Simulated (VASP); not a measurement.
Here is a VASP 6.6.1 calculation.

INCAR

```
SYSTEM = Li3SI
PREC = Accurate
ENCUT = 520
EDIFF = 1E-6
ISMEAR = 0
SIGMA = 0.01
LREAL = .False.
LASPH = .True.
NELM = 100
ALGO = Normal
ISIF = 2
LWAVE = .False.
LCHARG = .True.
GGA = PE
LELF = .True.
LVHAR = .True.
NBANDS = 19
```

Contents of KPOINTS:

```
Automatic mesh
0
Gamma
  4 4 4
  0 0 0
```

File POSCAR:

```
Li3SI
1.0
    4.7368172986      0.0000000000      0.0000000000
    0.0000000000      4.7368172986      0.0000000000
    0.0000000000      0.0000000000      4.7368172986
I S Li
1 1 3
Direct
    0.0000000000      0.0000000000      0.0000000000
    0.5000000000      0.5000000000      0.5000000000
    0.5000000000      0.5000000000      0.0000000000
    0.5000000000      0.0000000000      0.5000000000
    0.0000000000      0.5000000000      0.5000000000
```

Potentials or basis: VASP PAW PBE potentials, release 64 (I, S, Li_sv).

The run is started by

```sh
$ cat potpaw_PBE.64/I/POTCAR potpaw_PBE.64/S/POTCAR potpaw_PBE.64/Li_sv/POTCAR > POTCAR
$ mpirun -np 1 vasp_std > vasp.out
```

(1) Estimate the band gap on the k mesh.

Answers

(1) 3.51 eV, direct.

Caveat: spin-orbit coupling is left out, which moves the levels of the heavy elements.
